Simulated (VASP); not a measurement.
# LiCl (F-43m) in VASP: vibrations by perturbation theory with PBEsol

Aim: the vibrations by perturbation theory of LiCl with PBEsol.

All numbers are computed with VASP 6.6.1; they aren't measurements. Logs are shortened: lines on timing, memory, paths and dates and some standing lists are left out, and cuts for length are marked.

## Step 1: The cell of the first run

Symmetry: F-43m, No. 216, cubic system. Conventional cell: a = 5.439 Å, b = 5.439 Å, c = 5.439 Å, α = 90.00°, β = 90.00°, γ = 90.00°. Within 3.1 Å of Li (site symmetry -43m) lie 4 Cl at 2.36 Å. Cl (site symmetry -43m) has 4 Li at 2.36 Å within 3.1 Å.

## Step 2: Vibrations by perturbation theory, PBEsol

The input, INCAR:

```
PREC = Accurate
ENCUT = 520
EDIFF = 1E-8
ISMEAR = 0
SIGMA = 0.01
LREAL = F
LASPH = T
NELM = 80
ALGO = Normal
ISIF = 2
LWAVE = F
LCHARG = F
GGA = PS
IBRION = 8
NSW = 1
LEPSILON = T
```

The input, KPOINTS:

```
regular mesh
0
Gamma
  6 6 6
```

The input, POSCAR:

```
LiCl
1.0
    0.0000000000      2.7194540470      2.7194540470
    2.7194540470      0.0000000000      2.7194540470
    2.7194540470      2.7194540470      0.0000000000
Li Cl
1 1
Direct
    0.0000000000      0.0000000000      0.0000000000
    0.2500000000      0.2500000000      0.2500000000
```

Potentials or basis: VASP PAW PBE potentials, release 64 (Li_sv, Cl).

Command:

```console
$ cat potpaw_PBE.64/Li_sv/POTCAR potpaw_PBE.64/Cl/POTCAR > POTCAR
$ mpirun -np 1 vasp_std > vasp.out
```

OUTCAR:

```text
PREC = Accurate
   ENCUT = 520
   EDIFF = 1E-8
   ISMEAR = 0
   LREAL = F
   LASPH = T
   NELM = 80
   ISIF = 2
   GGA = PS
   IBRION = 8
   NSW = 1
   LEPSILON = T

 ion  position               nearest neighbor table
   1  0.000  0.000  0.000-   2 2.36   2 2.36   2 2.36   2 2.36
   2  0.250  0.250  0.250-   1 2.36   1 2.36   1 2.36   1 2.36

  LATTYP: Found a face centered cubic cell.
 ALAT       =     5.4389080940

  Lattice vectors:

 A1 = (   0.0000000000,   2.7194540470,   2.7194540470)
 A2 = (   2.7194540470,   0.0000000000,   2.7194540470)
 A3 = (   2.7194540470,   2.7194540470,   0.0000000000)

Analysis of symmetry for initial positions (statically):
=====================================================================
 Subroutine PRICEL returns:
 Original cell was already a primitive cell.

 Routine SETGRP: Setting up the symmetry group for a
 face centered cubic supercell.

 Subroutine GETGRP returns: Found 24 space group operations
 (whereof 24 operations were pure point group operations)
 out of a pool of 48 trial point group operations.

The static configuration has the point symmetry T_d .

Analysis of symmetry for dynamics (positions and initial velocities):
=====================================================================
 Subroutine PRICEL returns:
 Original cell was already a primitive cell.

 Routine SETGRP: Setting up the symmetry group for a
 face centered cubic supercell.

 Subroutine GETGRP returns: Found 24 space group operations
 (whereof 24 operations were pure point group operations)
 out of a pool of 48 trial point group operations.

The dynamic configuration has the point symmetry T_d .

 Subroutine INISYM returns: Found 24 space group operations
 (whereof 24 operations are pure point group operations),
 and found     1 'primitive' translations

----------------------------------------------------------------------------------------

                                     Primitive cell

  volume of cell :      40.2231

  direct lattice vectors                    reciprocal lattice vectors
     0.000000000  2.719454047  2.719454047    -0.183860434  0.183860434  0.183860434
     2.719454047  0.000000000  2.719454047     0.183860434 -0.183860434  0.183860434
     2.719454047  2.719454047  0.000000000     0.183860434  0.183860434 -0.183860434

  length of vectors
     3.845888796  3.845888796  3.845888796     0.318455612  0.318455612  0.318455612

  position of ions in fractional coordinates (direct lattice)
     0.000000000  0.000000000  0.000000000
     0.250000000  0.250000000  0.250000000

  ion indices of the primitive-cell ions
   primitive index   ion index
                 1           1
                 2           2

----------------------------------------------------------------------------------------

 KPOINTS: regular mesh

Automatic generation of k-mesh.
 Grid dimensions read from file:
 generate k-points for:    6    6    6

 Generating k-lattice:

  Cartesian coordinates                     Fractional coordinates (reciprocal lattice)
    -0.030643406  0.030643406  0.030643406     0.166666667  0.000000000  0.000000000
[... 333 lines left out ...]
  ---------------------------------------------------
  free energy    TOTEN  =        -0.19439451 eV

  energy without entropy =       -0.19439451

------------------------ aborting loop because EDIFF is reached ----------------------------------------

--------------------------------------- Ionic step        2  -------------------------------------------

------------------------ aborting loop because EDIFF is reached ----------------------------------------

--------------------------------------- Ionic step        3  -------------------------------------------

------------------------ aborting loop because EDIFF is reached ----------------------------------------

 PIEZOELECTRIC TENSOR FIELD DIRECTION 3  (e Angst)
 -----------------------------------------------------------------------------
    -0.00025 -0.51430  0.00000           ( -0.00000  0.00180  0.00000)
    -0.51430 -0.00025  0.00000           (  0.00180 -0.00000  0.00000)
     0.00000  0.00000 -0.00008           (  0.00000  0.00000 -0.00000)

 PIEZOELECTRIC TENSOR FIELD DIRECTION 3  (C/m^2)
 -----------------------------------------------------------------------------
    -0.00010 -0.20486  0.00000
    -0.20486 -0.00010  0.00000
     0.00000  0.00000 -0.00003

--------------------------------------- Ionic step        4  -------------------------------------------

------------------------ aborting loop because EDIFF is reached ----------------------------------------

[... ionic steps 5 to 6 ...]

--------------------------------------- Ionic step        7  -------------------------------------------

 Free energy of the ion-electron system (eV)
  ---------------------------------------------------
  ---------------------------------------------------
  free energy    TOTEN  =        -0.19258112 eV

  energy without entropy =       -0.19258112

------------------------ aborting loop because EDIFF is reached ----------------------------------------

 INTERNAL STRAIN TENSOR  FOR ION    2  DIRECTION 1   (eV/Angst):
 -----------------------------------------------------------------------------
     0.00142  0.00000  0.00000
     0.00000  0.00241 -2.51482
     0.00000 -2.51482  0.00241

 MACROSCOPIC STATIC DIELECTRIC TENSOR (including local field effects in DFT)
 ------------------------------------------------------
           2.540853    -0.000000     0.000000
          -0.000000     2.540853    -0.000000
           0.000000    -0.000000     2.540853
 ------------------------------------------------------

 PIEZOELECTRIC TENSOR (including local field effects)  for field in x, y, z        (e  Angst)
          XX          YY          ZZ          XY          YZ          ZX
  --------------------------------------------------------------------------------
  x    -0.00000     0.00000     0.00000     0.00000    -0.51383    -0.00000
  y    -0.00000     0.00000    -0.00000    -0.00000    -0.00000    -0.51383
  z     0.00000     0.00000    -0.00000    -0.51383    -0.00000     0.00000

 PIEZOELECTRIC TENSOR (including local field effects)  for field in x, y, z        (C/m^2)
          XX          YY          ZZ          XY          YZ          ZX
  --------------------------------------------------------------------------------
  x    -0.00000     0.00000     0.00000     0.00000    -0.20467    -0.00000
  y    -0.00000     0.00000    -0.00000    -0.00000    -0.00000    -0.20467
  z     0.00000     0.00000    -0.00000    -0.20467    -0.00000     0.00000

 BORN EFFECTIVE CHARGES (including local field effects) (in |e|, cummulative output)
 ---------------------------------------------------------------------------------
 ion    1
    1     1.01071     0.00000     0.00000
    2     0.00000     1.01071     0.00000
    3    -0.00000     0.00000     1.01071
 ion    2
    1    -1.01071     0.00000     0.00000
    2     0.00000    -1.01071    -0.00000
    3     0.00000    -0.00000    -1.01071

 INTERNAL STRAIN TENSOR FOR ION    2 for displacements in x,y,z  (eV/Angst):
          X           Y           Z          XY          YZ          ZX
  --------------------------------------------------------------------------------
  x     0.00000     0.00000     0.00000     0.00000    -2.51482     0.00000
  y     0.00000    -0.00000     0.00000     0.00000     0.00000    -2.51482
  z     0.00000     0.00000     0.00000    -2.51482     0.00000     0.00000

 SECOND DERIVATIVES (NOT SYMMETRIZED)
 ------------------------------------
               1X          1Y          1Z          2X          2Y          2Z
  1X    -2.287745    0.000000    0.000000    2.287745    0.000000    0.000000
  1Y     0.000000   -2.287745    0.000000    0.000000    2.287745    0.000000
  1Z     0.000000    0.000000   -2.287745    0.000000    0.000000    2.287745
  2X     2.312489   -0.000000   -0.000000   -2.312489    0.000000    0.000000
  2Y    -0.000000    2.312489   -0.000000    0.000000   -2.312489    0.000000
  2Z    -0.000000   -0.000000    2.312489    0.000000    0.000000   -2.312489

 Eigenvectors and eigenvalues of the dynamical matrix
 ----------------------------------------------------

   1 f  =    9.782788 THz    61.467071 2PiTHz  326.318691 cm-1    40.458343 meV
             X         Y         Z           dx          dy          dz
      0.000000  0.000000  0.000000     0.000000    0.912921    0.000000
      1.359727  1.359727  1.359727     0.000000   -0.408137    0.000000
[... 21 lines left out ...]
   6 f/i=    0.019606 THz     0.123186 2PiTHz    0.653977 cm-1     0.081083 meV
             X         Y         Z           dx          dy          dz
      0.000000  0.000000  0.000000     0.408137   -0.000000   -0.000000
      1.359727  1.359727  1.359727     0.912921   -0.000000    0.000000

--------------------------------------------------------------------------------------------------------

 MACROSCOPIC STATIC DIELECTRIC TENSOR IONIC CONTRIBUTION
 ------------------------------------------------------
           1.997972     0.000000     0.000000
           0.000000     1.997972    -0.000000
           0.000000    -0.000000     1.997972
 ------------------------------------------------------

 ELASTIC MODULI CONTR FROM IONIC RELAXATION (kBar)
 Direction    XX          YY          ZZ          XY          YZ          ZX
 --------------------------------------------------------------------------------
 XX          -0.0000     -0.0000     -0.0000      0.0000      0.0000      0.0000
 YY          -0.0000     -0.0000     -0.0000      0.0000      0.0000     -0.0000
 ZZ          -0.0000     -0.0000     -0.0000      0.0000      0.0000      0.0000
 XY           0.0000      0.0000      0.0000   -114.9208     -0.0000      0.0000
 YZ           0.0000      0.0000      0.0000     -0.0000   -114.9208     -0.0000
 ZX           0.0000     -0.0000      0.0000      0.0000     -0.0000   -114.9208
 --------------------------------------------------------------------------------

 PIEZOELECTRIC TENSOR IONIC CONTR  for field in x, y, z        (C/m^2)
          XX          YY          ZZ          XY          YZ          ZX
  --------------------------------------------------------------------------------
  x    -0.00000    -0.00000    -0.00000     0.00000     0.45089     0.00000
  y    -0.00000     0.00000    -0.00000    -0.00000     0.00000     0.45089
  z    -0.00000    -0.00000    -0.00000     0.45089     0.00000    -0.00000
```

Wall time 6.7 min (1 thread of Intel Xeon 8259CL, shared host); peak memory 0.21 GiB.

What came out:

| Quantity | Value |
| --- | --- |
| Electronic dielectric tensor (diagonal) | 2.54 |
| Born charges (mean of the diagonal) | Li +1.01; Cl -1.01 e |
| Highest phonon frequency at Γ, LO-TO splitting left out | 326 cm⁻¹ |

Phonon frequencies in cm⁻¹ (negative: imaginary):
```csv
q point,frequencies
"(0.000, 0.000, 0.000)",-1 -1 -1 326 326 326
```

Electronic dielectric tensor:
```
2.54 0.00 0.00
0.00 2.54 0.00
0.00 0.00 2.54
```

Born effective charge tensors (e):
atom 1, Li
```
1.01 0.00 0.00
0.00 1.01 0.00
0.00 0.00 1.01
```
atom 2, Cl
```
-1.01  0.00  0.00
 0.00 -1.01  0.00
 0.00  0.00 -1.01
```
